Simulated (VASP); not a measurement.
# V (Im-3m) in VASP: notebook

The runs below take V through single point, relaxation of cell and atoms, with r2SCAN.

Everything below comes from runs of VASP 6.6.1. Logs are shortened: lines on timing, memory, paths and dates and some standing lists are left out, and cuts for length are marked.

## (1) The cell of the first run

Symmetry: Im-3m, No. 229, cubic system. Conventional cell: a = 3.026 Å, b = 3.026 Å, c = 3.026 Å, α = 90.00°, β = 90.00°, γ = 90.00°. Within 3.5 Å of V (site symmetry m-3m) lie 14 V at 2.62 to 3.03 Å.

## (2) Single point, r2SCAN

Contents of POSCAR:

```
V
1.0
   -1.5129450000      1.5129450000      1.5129450000
    1.5129450000     -1.5129450000      1.5129450000
    1.5129450000      1.5129450000     -1.5129450000
V
1
Direct
    0.0000000000      0.0000000000      0.0000000000
```

Contents of INCAR.step1:

```
SYSTEM = V
PREC = Accurate
ENCUT = 520
ISMEAR = 0
SIGMA = 0.1
LREAL = .FALSE.
LASPH = .TRUE.
NELM = 60
NBANDS = 12
GGA = PE
ALGO = Normal
EDIFF = 1E-4
LWAVE = .TRUE.
LCHARG = .FALSE.
```

Contents of INCAR.step2:

```
SYSTEM = V
PREC = Accurate
ENCUT = 520
EDIFF = 1E-6
ISMEAR = 0
SIGMA = 0.1
LREAL = .FALSE.
LASPH = .TRUE.
NELM = 60
ALGO = Normal
ISIF = 2
LWAVE = .FALSE.
LCHARG = .TRUE.
METAGGA = R2SCAN
LMIXTAU = .TRUE.
LELF = .TRUE.
LVHAR = .TRUE.
NBANDS = 12
ISTART = 1
```

Contents of KPOINTS:

```
regular mesh
0
G
  8 8 8
  0 0 0
```

Potentials or basis: VASP PAW PBE potentials, release 64 (V_sv).

The run is started by

```sh
> cat potpaw_PBE.64/V_sv/POTCAR > POTCAR
> cp INCAR.step1 INCAR
> mpirun -np 1 vasp_std > vasp.out
> cp INCAR.step2 INCAR
> mpirun -np 1 vasp_std > vasp.out
```

OUTCAR:

```text
SYSTEM = V
   PREC = Accurate
   ENCUT = 520
   EDIFF = 1E-6
   ISMEAR = 0
   LREAL = .FALSE.
   LASPH = .TRUE.
   NELM = 60
   ISIF = 2
   METAGGA = R2SCAN
   ISTART = 1

 ion  position               nearest neighbor table
   1  0.000  0.000  0.000-

  LATTYP: Found a body centered cubic cell.
 ALAT       =     3.0258900000

  Lattice vectors:

 A1 = (  -1.5129450000,   1.5129450000,   1.5129450000)
 A2 = (   1.5129450000,  -1.5129450000,   1.5129450000)
 A3 = (   1.5129450000,   1.5129450000,  -1.5129450000)

Analysis of symmetry for initial positions (statically):
=====================================================================
 Subroutine PRICEL returns:
 Original cell was already a primitive cell.

 Routine SETGRP: Setting up the symmetry group for a
 body centered cubic supercell.

 Subroutine GETGRP returns: Found 48 space group operations
 (whereof 48 operations were pure point group operations)
 out of a pool of 48 trial point group operations.

The static configuration has the point symmetry O_h .

Analysis of symmetry for dynamics (positions and initial velocities):
=====================================================================
 Subroutine PRICEL returns:
 Original cell was already a primitive cell.

 Routine SETGRP: Setting up the symmetry group for a
 body centered cubic supercell.

 Subroutine GETGRP returns: Found 48 space group operations
 (whereof 48 operations were pure point group operations)
 out of a pool of 48 trial point group operations.

The dynamic configuration has the point symmetry O_h .

 Subroutine INISYM returns: Found 48 space group operations
 (whereof 48 operations are pure point group operations),
 and found     1 'primitive' translations

----------------------------------------------------------------------------------------

                                     Primitive cell

  volume of cell :      13.8525

  direct lattice vectors                    reciprocal lattice vectors
    -1.512945000  1.512945000  1.512945000     0.000000000  0.330481280  0.330481280
     1.512945000 -1.512945000  1.512945000     0.330481280  0.000000000  0.330481280
     1.512945000  1.512945000 -1.512945000     0.330481280  0.330481280  0.000000000

  length of vectors
     2.620497609  2.620497609  2.620497609     0.467371108  0.467371108  0.467371108

[... 83 lines left out ...]
   NFREE  =      0    steps in history (QN), initial steepest desc. (CG)
   ISIF   =      2    stress and relaxation
   ISYM   =      2    0-nonsym 1-usesym 2-fastsym
   POTIM  = 0.5000    time-step for ionic-motion
   TEBEG  =    0.0;   TEEND  =   0.0 temperature during run
   PSTRESS=    0.0 pullay stress
   NELECT =      13.0000    total number of electrons
   NUPDOWN=      -1.0000    fix difference up-down
   EMIN   =  10.00;   EMAX   =-10.00  energy-range for DOS
   EFERMI =   0.00;   METHOD = LEGACY
   ISMEAR =     0;   SIGMA  =   0.10  broadening in eV -4-tet -1-fermi 0-gaus
   EFERMI_NEDOS =   21; number of points for ismear=-14 and -15
   IALGO  =     38    algorithm
   IMIX   =      4    mixing-type and parameters
     AMIX     =   0.40;   BMIX     =  1.00
     AMIX_MAG =   1.60;   BMIX_MAG =  1.00
  volume/ion in A,a.u.               =      13.85        93.48
  Fermi-wavevector in a.u.,A,eV,Ry     =   1.602801  3.028854 34.952953  2.568970
  Thomas-Fermi vector in A             =   2.699564
   LORBIT       =      0    0 simple, 1 ext, 2 COOP (PROOUT), +10 PAW based schemes
   METAGGA = R2SCAN    functional components
   LHFCALC =     F    Hartree Fock is set to
   AEXX    =    0.0000 exact exchange contribution
   IVDW    =     0    specifies the selected vdW correction
   LEPSILON=     F    determine dielectric tensor
   LRPA    =     F    only Hartree local field effects (RPA)
 non-spin polarized calculation
 Gauss-broadening in eV      SIGMA  =   0.10
  energy-cutoff  :      520.00
  volume of cell :       13.85
 maximum number of plane-waves:       384
   NGX =  9   NGY =  9   NGZ =  9

 number of electron      12.9999996 magnetization

 Free energy of the ion-electron system (eV)
  ---------------------------------------------------
  ext. energy  EPLUGINS =         0.00000000
  ---------------------------------------------------
  free energy    TOTEN  =       -14.12437072 eV

  energy without entropy =      -14.11342361  energy(sigma->0) =      -14.11889716

 E-fermi :   9.3489     XC(G=0): -13.8908

 val. band max:        9.3392229031   @ k =  -0.2500   0.2500   0.1250
 cond. band min:       9.3956215721   @ k =  -0.2500   0.2500   0.1250
 fundamental gap:      0.0563986690
 Fermi energy:         9.3488876283

 k-point     1 :       0.0000    0.0000    0.0000
  band No.  band energies     occupation
      1     -56.9963      2.00000
      2     -29.1933      2.00000
      3     -29.1933      2.00000
      4     -29.1933      2.00000
      5       2.3205      2.00000
      6       9.8174      0.00000
      7       9.8175      0.00000
      8       9.8175      0.00000
      9      11.9397      0.00000
     10      11.9397      0.00000
     11      30.3383      0.00000
     12      30.3384      0.00000
[... 331 lines left out ...]
 k-point    24 :      -0.3750    0.3750    0.2500
  band No.  band energies     occupation
      1     -56.7704      2.00000
      2     -29.8268      2.00000
      3     -29.5792      2.00000
      4     -29.5027      2.00000
      5       7.0028      2.00000
      6       7.9020      2.00000
      7      10.2336      0.00000
      8      10.8398      0.00000
      9      12.5389      0.00000
     10      14.3976      0.00000
     11      22.6387      0.00000
     12      24.9928      0.00000

 [... further k-points ...]

------------------------ aborting loop because EDIFF is reached ----------------------------------------

  FORCE on cell =-STRESS in cart. coord.  units (eV):
  Direction    XX          YY          ZZ          XY          YZ          ZX
  --------------------------------------------------------------------------------------
  -------------------------------------------------------------------------------------
  Total       -0.7012282     -0.7012282     -0.7012282      0.0000000     -0.0000000     -0.0000000
  in kB      -81.1036717    -81.1036717    -81.1036717      0.0000000     -0.0000000     -0.0000000
  external PRESSURE =     -81.1036717 kB  Pullay stress =       0.0000000 kB

 VOLUME and BASIS-vectors are now :
 -----------------------------------------------------------------------------
  energy-cutoff  :      520.00
  volume of cell :       13.85
      direct lattice vectors                 reciprocal lattice vectors
    -1.512945000  1.512945000  1.512945000     0.000000000  0.330481280  0.330481280
     1.512945000 -1.512945000  1.512945000     0.330481280  0.000000000  0.330481280
     1.512945000  1.512945000 -1.512945000     0.330481280  0.330481280  0.000000000

 POSITION                                       TOTAL-FORCE (eV/Angst)
 -----------------------------------------------------------------------------------
      0.00000      0.00000      0.00000        -0.000000      0.000000      0.000000
 -----------------------------------------------------------------------------------
    total drift:                                0.000000      0.000000      0.000000

  FREE ENERGIE OF THE ION-ELECTRON SYSTEM (eV)
  ---------------------------------------------------
  free  energy   TOTEN  =       -14.1243707177 eV

  energy  without entropy=      -14.1134236079  energy(sigma->0) =      -14.11889716
```

OSZICAR.step1:

```text
N       E                     dE             d eps       ncg     rms          rms(c)
DAV:   1     0.890654116372E+02    0.89065E+02   -0.69165E+03   700   0.117E+03
DAV:   2    -0.922242358789E+01   -0.98288E+02   -0.95316E+02   716   0.326E+02
DAV:   3    -0.104309002121E+02   -0.12085E+01   -0.12067E+01   760   0.427E+01
DAV:   4    -0.104371734230E+02   -0.62732E-02   -0.62731E-02   760   0.324E+00
DAV:   5    -0.104372516677E+02   -0.78245E-04   -0.78244E-04   760   0.340E-01    0.176E+01
DAV:   6    -0.902323026327E+01    0.14140E+01   -0.33716E+00   716   0.302E+01    0.138E+00
DAV:   7    -0.900872889389E+01    0.14501E-01   -0.37167E-02   716   0.273E+00    0.102E+00
DAV:   8    -0.900098248504E+01    0.77464E-02   -0.41798E-03   740   0.976E-01    0.888E-02
DAV:   9    -0.900101988223E+01   -0.37397E-04   -0.28949E-04   700   0.253E-01
   1 F= -.90010199E+01 E0= -.89955815E+01  d E =-.108768E-01
```

It took 9.4 s on 1 thread of Intel Xeon 6975P-C (Granite Rapids), shared host; peak memory 0.13 GiB.

Results:

* Free energy: -14.1244 eV
* Pressure: -8.1 GPa

Caveat: the k points lie up to 0.37 Å⁻¹ apart; the PAW data sets were made with another functional, which shifts forces and pressure a little.

## (3) Single point, r2SCAN

This run uses another cell than the first one, of 13.36 Å³/atom, 0.964 times its volume.

Contents of POSCAR:

```
V
1.0
   -1.4947051783      1.4947051783      1.4947051783
    1.4947051783     -1.4947051783      1.4947051783
    1.4947051783      1.4947051783     -1.4947051783
V
1
Direct
    0.0000000000      0.0000000000      0.0000000000
```

Contents of INCAR.step1:

```
  ALGO = Normal
  EDIFF = 1E-4
  ENCUT = 520
  GGA = PE
  ISMEAR = 0
  LASPH = True
  LCHARG = False
  LREAL = False
  LWAVE = True
  NBANDS = 12
  NELM = 80
  PREC = Accurate
  SIGMA = 0.1
```

Contents of INCAR.step2:

```
  ALGO = Normal
  EDIFF = 1E-6
  ENCUT = 520
  ISIF = 2
  ISMEAR = 0
  ISTART = 1
  LASPH = True
  LCHARG = False
  LMIXTAU = True
  LREAL = False
  LWAVE = False
  METAGGA = R2SCAN
  NBANDS = 12
  NELM = 80
  PREC = Accurate
  SIGMA = 0.1
```

Contents of KPOINTS:

```
k-points
0
Gamma
  10 10 10
```

Potentials or basis: VASP PAW PBE potentials, release 64 (V_sv).

The run is started by

```sh
> cat potpaw_PBE.64/V_sv/POTCAR > POTCAR
> cp INCAR.step1 INCAR
> mpirun -np 1 vasp_std > vasp.out
> cp INCAR.step2 INCAR
> mpirun -np 1 vasp_std > vasp.out
```

Wall time 12 s (1 thread of Intel Xeon 6975P-C (Granite Rapids), shared host); peak memory 0.12 GiB.

Results (log left out):

```
Free energy : -14.1380 eV
Pressure    : 0.2 GPa
```

Levels at points of the mesh, in eV from the Fermi level:
| k point | band 4 | band 5 | band 6 | band 7 | band 8 | band 9 |
| --- | --- | --- | --- | --- | --- | --- |
| (0.00, 0.00, 0.00) | -38.48 | -7.07 | 0.47 | 0.47 | 0.47 | 2.66 |
| (0.50, 0.00, 0.00) | -38.49 | -3.37 | -1.17 | 1.55 | 2.63 | 3.04 |
| (0.50, 0.50, 0.50) | -39.13 | -3.16 | -3.16 | 3.90 | 3.90 | 3.90 |

Caveat: the PAW data sets were made with another functional, which shifts forces and pressure a little.

## (4) Relaxation of cell and atoms, r2SCAN

Contents of POSCAR:

```
V
1.0
   -1.5129450000      1.5129450000      1.5129450000
    1.5129450000     -1.5129450000      1.5129450000
    1.5129450000      1.5129450000     -1.5129450000
V
1
Direct
    0.0000000000      0.0000000000      0.0000000000
```

Contents of INCAR.step1:

```
PREC = Accurate ; ENCUT = 600
ISMEAR = 0 ; SIGMA = 0.1
LREAL = False ; LASPH = True
NELM = 60 ; GGA = PE
ALGO = Normal ; EDIFF = 1E-4
LWAVE = True ; LCHARG = False
```

Contents of INCAR.step2:

```
PREC = Accurate ; ENCUT = 600
EDIFF = 1E-6 ; ISMEAR = 0
SIGMA = 0.1 ; LREAL = False
LASPH = True ; NELM = 60
ALGO = Normal ; ISIF = 3
LWAVE = False ; LCHARG = False
METAGGA = R2SCAN ; LMIXTAU = True
IBRION = 2 ; NSW = 100
EDIFFG = -0.05 ; ISTART = 1
```

Contents of KPOINTS:

```
regular mesh
0
Gamma
  10 10 10
```

The run is started by

```sh
> cat potpaw_PBE.64/V_sv/POTCAR > POTCAR
> cp INCAR.step1 INCAR
> mpirun -np 1 vasp_std > vasp.out
> cp INCAR.step2 INCAR
> mpirun -np 1 vasp_std > vasp.out
```

Run time: 33 s. Hardware: 1 thread of Intel Xeon 6975P-C (Granite Rapids), shared host; peak memory 0.15 GiB.

The run converged. Its results:

```yaml
Free_energy: -14.1388 eV
Relaxed_volume: 13.37 Å³/atom
Relaxed_cell: a = 2.590 Å, b = 2.590 Å, c = 2.590 Å, α = 109.47°, β = 109.47°, γ = 109.47°
Space_group_after_relaxing_to_0.05_Å: Im-3m (No. 229)
Energy_gained_by_relaxing: 10.6 meV/atom
Ionic_steps: 3
Pressure_after_relaxing: -0.1 GPa
```

The path:
```csv
step,energy change (eV),largest force (eV/Å),pressure (GPa),volume (Å³)
1,0.0000,0.0000,-6.75,13.85
2,0.0108,0.0000,11.01,12.72
3,-0.0106,0.0000,-0.10,13.37
```

Final structure:
```xyz
1
Lattice="-1.4952 1.4952 1.4952 1.4952 -1.4952 1.4952 1.4952 1.4952 -1.4952" Properties=species:S:1:pos:R:3 pbc="T T T"
V     0.0000    0.0000    0.0000
```

Levels at points of the mesh, in eV from the Fermi level:
| k point | band 2 | band 3 | band 4 | band 5 | band 6 | band 7 | band 8 | band 9 | band 10 |
| --- | --- | --- | --- | --- | --- | --- | --- | --- | --- |
| (0.00, 0.00, 0.00) | -38.48 | -38.48 | -38.48 | -7.07 | 0.47 | 0.47 | 0.47 | 2.65 | 2.65 |
| (0.50, 0.00, 0.00) | -39.44 | -38.78 | -38.49 | -3.37 | -1.17 | 1.55 | 2.63 | 3.03 | 4.30 |
| (0.50, 0.50, 0.50) | -39.13 | -39.13 | -39.13 | -3.16 | -3.16 | 3.89 | 3.89 | 3.89 | 10.72 |

Caveat: the PAW data sets were made with another functional, which shifts forces and pressure a little.

## (5) Summary

| task | cell | k mesh | cutoff (eV) | gap on the mesh (eV) | pressure (GPa) |
| --- | --- | --- | --- | --- | --- |
| single point | a = 2.620 Å, angles 109.5°, 1 atom | 8 × 8 × 8 | 520 | none | -8.1 |
| single point | a = 2.589 Å, angles 109.5°, 1 atom | 10 × 10 × 10 | 520 | none | 0.2 |
| relaxation of cell and atoms | relaxed from a = 2.620 Å, angles 109.5°, 1 atom | 10 × 10 × 10 | 600 | none | -0.1 |

Alike in all rows: level r2SCAN; potentials or basis VASP PAW PBE potentials, release 64 (V_sv); no spin polarisation; smearing gaussian 0.1 eV.

Caveats: some runs use coarse meshes; the PAW data sets were made with another functional, which shifts forces and pressure a little.

Absolute energies hang on the potentials; compare differences alone.
